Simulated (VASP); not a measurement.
Here is a VASP 6.6.1 calculation.

Contents of INCAR:

```
PREC = Accurate ; ENCUT = 600
EDIFF = 1E-6 ; ISMEAR = -1
SIGMA = 0.05 ; LREAL = F
LASPH = T ; NELM = 100
ALGO = Normal ; ISIF = 3
LWAVE = F ; LCHARG = F
GGA = PE ; IBRION = 2
NSW = 32 ; EDIFFG = -0.005
PSTRESS = 130.0
```

KPOINTS

```
regular mesh
0
Gamma
  15 15 15
```

File POSCAR:

```
MgO
1.0
    0.0000000000      2.2348302950      2.2348302950
    2.2348302950      0.0000000000      2.2348302950
    2.2348302950      2.2348302950      0.0000000000
Mg O
1 1
Direct
    0.0000000000      0.0000000000      0.0000000000
    0.2500000000      0.2500000000      0.2500000000
```

Potentials or basis: VASP PAW PBE potentials, release 64 (Mg, O).

Launch:

```sh
$ cat potpaw_PBE.64/Mg/POTCAR potpaw_PBE.64/O/POTCAR > POTCAR
$ mpirun -np 1 vasp_std > vasp.out
```

Estimate the band gap on the k mesh.

4.03 eV, indirect (the least direct gap lies 1.4 meV higher).

What does it give for the space group after relaxing (to 0.05 Å)?

F-43m (No. 216).

Predict the relaxed volume.

11.13 Å³/atom.

Final structure:
```
Mg O
1.0
     0.00000    2.23268    2.23268
     2.23268    0.00000    2.23268
     2.23268    2.23268    0.00000
Mg O
1 1
Cartesian
  0.0000 0.0000 0.0000
  1.1163 1.1163 1.1163
```

Caveat: the cell is relaxed towards a set pressure, so the enthalpy falls and the energy may rise. A hybrid or GW would open this gap; PBE tends to underestimate it.
